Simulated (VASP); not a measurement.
The system is BaTe.

```
Ba Te
1.0
     0.00000    3.41000    3.41000
     3.41000    0.00000    3.41000
     3.41000    3.41000    0.00000
Ba Te
1 1
Direct
  0.00000 0.00000 0.00000
  0.50000 0.50000 0.50000
```

* Program: VASP 6.6.1
* Task: relaxation of cell and atoms
* Functional: PBEsol
* Potentials or basis: VASP PAW PBE potentials, release 64 (Ba_sv, Te)
* Cutoff: 600 eV
* k mesh: 8 × 8 × 8
* Occupations: fermi-dirac, width 0.02 eV
* Spin: no spin polarisation

At the start: pressure 2.4 GPa; volume 39.65 Å³/atom.

Problem. Where does the relaxation end?

Solution. Over 3 steps the energy falls by 18.5 meV/atom and the volume is 42.29 Å³/atom (+6.7 %); space group Fm-3m (No. 225, to 0.1 Å) before and after.

Step by step:
| step | energy change (eV) | largest force (eV/Å) | pressure (GPa) | volume (Å³) |
| --- | --- | --- | --- | --- |
| 1 | 0.0000 | 0.0000 | 2.37 | 79.30 |
| 2 | -0.0340 | 0.0000 | -0.58 | 86.22 |
| 3 | -0.0369 | 0.0000 | 0.01 | 84.59 |

Final structure:
```yaml
crystal:
  lattice:
    - [0.00000, 3.48413, 3.48413]
    - [3.48413, 0.00000, 3.48413]
    - [3.48413, 3.48413, 0.00000]
  atoms:
    - { symbol: Ba, position: [0.00000, 0.00000, 0.00000] }
    - { symbol: Te, position: [0.50000, 0.50000, 0.50000] }
```

Caveat: the PAW data sets were made with another functional, which shifts forces and pressure a little.
